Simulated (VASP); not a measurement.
# Ir3Cl in VASP: single point with PBE

Aim: the single point of Ir3Cl with PBE.

Program: VASP 6.6.1. These are calculated values, not measurements. Logs are shortened: lines on timing, memory, paths and dates and some standing lists are left out, and cuts for length are marked.

### Step 1. The cell of the first run

The cell holds a slab with vacuum, 4 atoms: a = 2.737 Å, b = 2.737 Å, c = 19.188 Å, α = 90.00°, β = 90.00°, γ = 90.00°.

### Step 2. Single point, PBE

INCAR

```
ALGO = Normal
DIPOL = 0.5 0.5 0.357
EDIFF = 1E-6
ENCUT = 520
GGA = PE
IDIPOL = 3
ISIF = 2
ISMEAR = 0
LASPH = T
LCHARG = F
LDIPOL = T
LREAL = F
LWAVE = F
NBANDS = 25
NELM = 100
PREC = Accurate
SIGMA = 0.1
```

KPOINTS

```
k-points
0
Gamma
  10 10 1
```

POSCAR

```
Ir3Cl
1.0
    2.7367600872      0.0000000000      0.0000000000
    0.0000000000      2.7367600872      0.0000000000
    0.0000000000      0.0000000000     19.1883373024
Ir Cl
3 1
Direct
    0.5000000000      0.5000000000      0.2084599586
    0.0000000000      0.0000000000      0.3045662598
    0.5000000000      0.5000000000      0.4006776190
    0.6666666667      0.8333333333      0.5137176029
```

Potentials or basis: VASP PAW PBE potentials, release 64 (Ir, Cl).

Run with:

```console
> cat potpaw_PBE.64/Ir/POTCAR potpaw_PBE.64/Cl/POTCAR > POTCAR
> mpirun -np 1 vasp_std > vasp.out
```

OUTCAR:

```text
EDIFF = 1E-6
   ENCUT = 520
   GGA = PE
   ISIF = 2
   ISMEAR = 0
   LASPH = T
   LREAL = F
   NELM = 100
   PREC = Accurate

 ion  position               nearest neighbor table
   1  0.500  0.500  0.208-   2 2.67   2 2.67   2 2.67   2 2.67
   2  0.000  0.000  0.305-   1 2.67   1 2.67   1 2.67   1 2.67   3 2.67   3 2.67   3 2.67   3 2.67

   3  0.500  0.500  0.401-   4 2.40   2 2.67   2 2.67   2 2.67   2 2.67   4 2.87
   4  0.667  0.833  0.514-   3 2.40   3 2.87

  LATTYP: Found a simple tetragonal cell.
 ALAT       =     2.7367600872
 C/A-ratio  =     7.0113333617

  Lattice vectors:

 A1 = (   2.7367600872,   0.0000000000,   0.0000000000)
 A2 = (   0.0000000000,   2.7367600872,   0.0000000000)
 A3 = (   0.0000000000,   0.0000000000,  19.1883373024)

Analysis of symmetry for initial positions (statically):
=====================================================================
 Subroutine PRICEL returns:
 Original cell was already a primitive cell.

 Routine SETGRP: Setting up the symmetry group for a
 simple tetragonal supercell.

 Subroutine GETGRP returns: Found  1 space group operations
 (whereof  1 operations were pure point group operations)
 out of a pool of 16 trial point group operations.

The static configuration has the point symmetry C_1 .

Analysis of symmetry for dynamics (positions and initial velocities):
=====================================================================
 Subroutine PRICEL returns:
 Original cell was already a primitive cell.

 Routine SETGRP: Setting up the symmetry group for a
 simple tetragonal supercell.

 Subroutine GETGRP returns: Found  1 space group operations
 (whereof  1 operations were pure point group operations)
 out of a pool of 16 trial point group operations.

The dynamic configuration has the point symmetry C_1 .

 Subroutine INISYM returns: Found  1 space group operations
 (whereof  1 operations are pure point group operations),
 and found     1 'primitive' translations

----------------------------------------------------------------------------------------

                                     Primitive cell

  volume of cell :     143.7179

  direct lattice vectors                    reciprocal lattice vectors
     2.736760087  0.000000000  0.000000000     0.365395566  0.000000000  0.000000000
     0.000000000  2.736760087  0.000000000     0.000000000  0.365395566  0.000000000
     0.000000000  0.000000000 19.188337302     0.000000000  0.000000000  0.052114990

  length of vectors
     2.736760087  2.736760087 19.188337302     0.365395566  0.365395566  0.052114990

  position of ions in fractional coordinates (direct lattice)
[... 93 lines left out ...]
   PSTRESS=    0.0 pullay stress
   NELECT =      34.0000    total number of electrons
   NUPDOWN=      -1.0000    fix difference up-down
   EMIN   =  10.00;   EMAX   =-10.00  energy-range for DOS
   EFERMI =   0.00;   METHOD = LEGACY
   ISMEAR =     0;   SIGMA  =   0.10  broadening in eV -4-tet -1-fermi 0-gaus
   EFERMI_NEDOS =   21; number of points for ismear=-14 and -15
   IALGO  =     38    algorithm
   IMIX   =      4    mixing-type and parameters
     AMIX     =   0.40;   BMIX     =  1.00
     AMIX_MAG =   1.60;   BMIX_MAG =  1.00
  volume/ion in A,a.u.               =      35.93       242.46
  Fermi-wavevector in a.u.,A,eV,Ry     =   1.012506  1.913359 13.948258  1.025168
  Thomas-Fermi vector in A             =   2.145619
   LORBIT       =      0    0 simple, 1 ext, 2 COOP (PROOUT), +10 PAW based schemes
   GGA     = PE    functional components
   LHFCALC =     F    Hartree Fock is set to
   AEXX    =    0.0000 exact exchange contribution
   IVDW    =     0    specifies the selected vdW correction
   LEPSILON=     F    determine dielectric tensor
   LRPA    =     F    only Hartree local field effects (RPA)
 non-spin polarized calculation
 Gauss-broadening in eV      SIGMA  =   0.10
  energy-cutoff  :      520.00
  volume of cell :      143.72
 maximum number of plane-waves:      3910
   NGX = 11   NGY = 11   NGZ = 71

 dipolmoment           0.000000      0.000000     -0.020263 electrons x Angstroem

 number of electron      33.9999993 magnetization

 dipolmoment           0.000000      0.000000      0.007237 electrons x Angstroem

 Free energy of the ion-electron system (eV)
  ---------------------------------------------------
  ext. energy  EPLUGINS =         0.00000000
  ---------------------------------------------------
  free energy    TOTEN  =       -26.07653861 eV

  energy without entropy =      -26.06049980  energy(sigma->0) =      -26.06851921

 E-fermi :   0.4889     XC(G=0):  -6.2523

 val. band max:        0.4813742902   @ k =   0.0000   0.2000   0.0000
 cond. band min:       0.4947291310   @ k =   0.4000   0.4000   0.0000
 fundamental gap:      0.0133548408
 Fermi energy:         0.4888640754

 k-point     1 :       0.0000    0.0000    0.0000
  band No.  band energies     occupation
      1     -16.4141      2.00000
      2      -9.3803      2.00000
      3      -6.9302      2.00000
      4      -6.5078      2.00000
      5      -6.3041      2.00000
      6      -4.8475      2.00000
[... 661 lines left out ...]
     24       7.4272      0.00000
     25       8.7545      0.00000

 [... further k-points ...]

------------------------ aborting loop because EDIFF is reached ----------------------------------------

 vacuum level on the upper side and lower side of the slab       (xc-potential included)        -0.078        -0.269

  FORCE on cell =-STRESS in cart. coord.  units (eV):
  Direction    XX          YY          ZZ          XY          YZ          ZX
  --------------------------------------------------------------------------------------
  -------------------------------------------------------------------------------------
  Total        1.6030607      2.0459939      0.8378390     -0.2406846     -0.0955078     -1.4018549
  in kB       17.8710372     22.8088887      9.3402899     -2.6831699     -1.0647275    -15.6279797
  external PRESSURE =      16.6734053 kB  Pullay stress =       0.0000000 kB

 VOLUME and BASIS-vectors are now :
 -----------------------------------------------------------------------------
  energy-cutoff  :      520.00
  volume of cell :      143.72
      direct lattice vectors                 reciprocal lattice vectors
     2.736760087  0.000000000  0.000000000     0.365395566  0.000000000  0.000000000
     0.000000000  2.736760087  0.000000000     0.000000000  0.365395566  0.000000000
     0.000000000  0.000000000 19.188337302     0.000000000  0.000000000  0.052114990

 POSITION                                       TOTAL-FORCE (eV/Angst)
 -----------------------------------------------------------------------------------
      1.36838      1.36838      4.00000         0.013539     -0.061127     -0.110449
      0.00000      0.00000      5.84412         0.063868      0.142637     -0.242859
      1.36838      1.36838      7.68834         0.491407     -0.054157      0.343514
      1.82451      2.28063      9.85739        -0.568813     -0.027354      0.009794
 -----------------------------------------------------------------------------------
    total drift:                                0.000412     -0.000222     -0.000239

  FREE ENERGIE OF THE ION-ELECTRON SYSTEM (eV)
  ---------------------------------------------------
  free  energy   TOTEN  =       -26.0765386129 eV

  energy  without entropy=      -26.0604998004  energy(sigma->0) =      -26.06851921

 vacuum level on the upper side and lower side of the slab         5.830         5.634
```

OSZICAR:

```text
N       E                     dE             d eps       ncg     rms          rms(c)
DAV:   1     0.331140025571E+03    0.33114E+03   -0.13960E+04  2600   0.117E+03
DAV:   2     0.426018771679E+01   -0.32688E+03   -0.29097E+03  2669   0.338E+02
DAV:   3    -0.268079104199E+02   -0.31068E+02   -0.28844E+02  3337   0.101E+02
[... 21 lines left out ...]
DAV:  25    -0.260765269236E+02   -0.82110E-05   -0.42463E-07  2054   0.455E-03    0.191E-03
DAV:  26    -0.260765346383E+02   -0.77148E-05   -0.43007E-07  2107   0.293E-03    0.187E-03
DAV:  27    -0.260765370527E+02   -0.24144E-05   -0.26288E-07  2137   0.282E-03    0.118E-03
DAV:  28    -0.260765384486E+02   -0.13958E-05   -0.83126E-08  1994   0.157E-03    0.891E-04
DAV:  29    -0.260765386129E+02   -0.16439E-06   -0.19954E-08  2068   0.940E-04
   1 F= -.26076539E+02 E0= -.26068519E+02  d E =-.160388E-01
```

Wall time 2.4 min (1 thread of Intel Xeon 6975P-C (Granite Rapids), shared host); peak memory 0.33 GiB.

What came out:

```yaml
Free_energy: -26.0765 eV
Largest_force: 0.602 eV/Å
Band_gap_on_the_k_mesh: zero (bands 17 and 18 overlap by 1.86 eV)
```

Forces on the atoms (eV/Å):
```
Ir   0.014 -0.061 -0.110
Ir   0.064  0.143 -0.243
Ir   0.491 -0.054  0.344
Cl  -0.569 -0.027  0.010
```

Levels at points of the mesh, in eV from the Fermi level:
```csv
k point,band 13,band 14,band 15,band 16,band 17,band 18,band 19,band 20,band 21,band 22
"(0.00, 0.00, 0.00)",-1.23,-1.14,-1.04,-0.21,-0.09,0.35,0.81,1.01,1.03,1.13
"(0.50, 0.00, 0.00)",-1.66,-1.28,-0.76,0.29,0.52,0.62,0.83,1.13,2.48,2.76
"(0.00, 0.50, 0.00)",-1.68,-0.90,-0.64,0.26,0.45,0.65,0.89,1.40,2.47,2.84
"(0.50, 0.50, 0.00)",-0.22,0.14,0.30,0.97,1.20,1.80,2.19,3.55,4.10,6.33
```

Caveat: spin-orbit coupling is left out, which moves the levels of the heavy elements.
